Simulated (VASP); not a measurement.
The system is Mo.

```
CELL_PARAMETERS angstrom
-1.57342 1.57342 1.57342
1.57342 -1.57342 1.57342
1.57342 1.57342 -1.57342
ATOMIC_POSITIONS crystal
Mo 0.00000 0.00000 0.00000
```

- Program: VASP 6.6.1
- Task: relaxation of cell and atoms
- Functional: PBEsol
- Potentials or basis: VASP PAW PBE potentials, release 64 (Mo_sv)
- Cutoff: 600 eV
- k mesh: 18 × 18 × 18
- Occupations: gaussian, width 0.1 eV
- Spin: no spin polarisation

At the start: pressure -4.1 GPa; volume 15.58 Å³/atom.

Where does the relaxation end?

Over 4 steps the energy falls by 3.1 meV/atom and the volume is 15.35 Å³/atom (-1.5 %); space group Im-3m (No. 229, to 0.05 Å).

Step by step:
| step | energy change (eV) | largest force (eV/Å) | pressure (GPa) | volume (Å³) |
| --- | --- | --- | --- | --- |
| 1 | 0.0000 | 0.0000 | -4.13 | 15.58 |
| 2 | 0.0234 | 0.0000 | 13.51 | 14.69 |
| 3 | -0.0031 | 0.0000 | -0.07 | 15.35 |
| 4 | -0.0031 | 0.0000 | 0.01 | 15.35 |

Final structure:
```cif
data_structure
_symmetry_space_group_name_H-M 'P 1'
_symmetry_Int_Tables_number 1
_cell_length_a 2.7115
_cell_length_b 2.7115
_cell_length_c 2.7115
_cell_angle_alpha 109.471
_cell_angle_beta 109.471
_cell_angle_gamma 109.471
_cell_volume 15.35
loop_
_atom_site_label
_atom_site_type_symbol
_atom_site_fract_x
_atom_site_fract_y
_atom_site_fract_z
_atom_site_occupancy
Mo1 Mo 0.00000 0.00000 0.00000 1
```

Caveat: the PAW data sets were made with another functional, which shifts forces and pressure a little.
